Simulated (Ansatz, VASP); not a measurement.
# One calculation of Ge, two programs

The input INCAR:

```
SYSTEM = Ge
ALGO     = Normal         ! electronic algorithm
EDIFF    = 1E-6           ! SCF threshold, eV
ENCUT    = 520            ! plane-wave cutoff, eV
GGA      = PS             ! functional
ISIF     = 2              ! what is computed and relaxed
ISMEAR   = -1             ! smearing method
LASPH    = .True.         ! aspherical terms in the spheres
LCHARG   = .False.        ! write CHGCAR
LREAL    = .False.        ! projectors in reciprocal space
LWAVE    = .False.        ! write WAVECAR
NBANDS   = 21             ! bands
NELM     = 80             ! most SCF steps
PREC     = Accurate       ! precision mode
SIGMA    = 0.08           ! smearing width, eV
```

Contents of KPOINTS:

```
k-points
0
Gamma
  16 16 9
  0 0 0
```

POSCAR

```
Ge
1.0
    2.6853048985      0.0000000000      0.0000000000
   -1.3426524492      2.3255422590      0.0000000000
    0.0000000000      0.0000000000      4.3987559378
Ge
2
Direct
    0.3333333333      0.6666666667      0.2500000000
    0.6666666667      0.3333333333      0.7500000000
```

Input for Ansatz:

```yaml
crystal:
  lattice:
    - [2.6853048985, 0.0, 0.0]
    - [-1.3426524492, 2.325542259, 0.0]
    - [0.0, 0.0, 4.3987559378]
  atoms:
    - { symbol: Ge, position: [0.3333333333, 0.6666666667, 0.25] }
    - { symbol: Ge, position: [0.6666666667, 0.3333333333, 0.75] }
kpoints:
  mp_grid: { grid: [16, 16, 9] }
scf:
  occupations: { method: fermi_dirac, width: 0.08 }
hamiltonian:
  xc: pbesol
  pseudopotentials: { kind: paw }
output:
  forces: true
  stress: true
  eigenvalues: true
  populations: true
  write_density: true
  write_potential: true
  elf: true
  volumetric_format: npy
```

Change from the starting cell: volume scaled by 0.75, PAW files.

Alike in both runs: task single point; functional PBEsol; k mesh 16 × 16 × 9; occupations fermi-dirac, width 0.08 eV; no spin polarisation.

|  | VASP | Ansatz |
| --- | --- | --- |
| version | VASP 6.6.1 | Ansatz 0.2.0 |
| potentials or method | VASP PAW PBE potentials, release 64 (Ge_d) | PAW with Ansatz's default frozen-core files, scalar-relativistic |
| plane-wave cutoff (eV) | 520 | 420 |
| valence electrons in the cell | 28 | 28 |

|  | VASP | Ansatz | Ansatz less VASP |
| --- | --- | --- | --- |
| pressure (GPa) | 41.2 | 41.1 | -0.13 |
| traceless stress, the component that is largest in VASP (GPa) | -0.11 | -0.10 | +0.010 |

VASP's potentials were made for PBE, not for PBEsol. Both programs put the cell under a high pressure, so it lies far from rest at this level. With one functional, cell and mesh, what is left measures potentials, basis and numerics.
